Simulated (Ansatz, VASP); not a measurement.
**Si3O2: VASP beside Ansatz**

```xyz
5
Lattice="4.3547 0.0000 0.0000 -2.1774 3.7713 0.0000 0.0000 0.0000 5.0966" Properties=species:S:1:pos:R:3 pbc="T T T"
Si    0.8071    1.3980    0.0000
Si    2.7404    0.0000    0.0000
Si   -1.3702    2.3733    0.0000
O     0.0000    2.5142    1.3254
O     2.1774    1.2571    3.7712
```

Change from the starting cell: species swapped into the Ce2O3 type (P321, No. 150).

Alike in both runs: functional PBE; k mesh 12 × 12 × 8; occupations gaussian, width 0.1 eV; no spin polarisation.

Ansatz relaxed the structure, and its values are those at the end. VASP's run is a single point on that final structure, the one shown.

|  | VASP | Ansatz |
| --- | --- | --- |
| version | VASP 6.6.1 | Ansatz 0.2.0 |
| potentials or method | VASP PAW PBE potentials, release 64 (Si, O_h), cutoff 910 eV | scalar-relativistic, plane waves, PAW |
| valence electrons in the cell | 24 | 24 |

|  | VASP | Ansatz | Ansatz less VASP |
| --- | --- | --- | --- |
| gap on the k mesh at the Fermi level (eV) | none | none | - |
| rms of the force components (eV/Å) | 0.011 | 0.001 | -0.0108 |

A gap of «none» marks a metal or a gap that the smearing closes.

Noted on VASP's run: the cutoff is short for stress, so the pressure is rough.
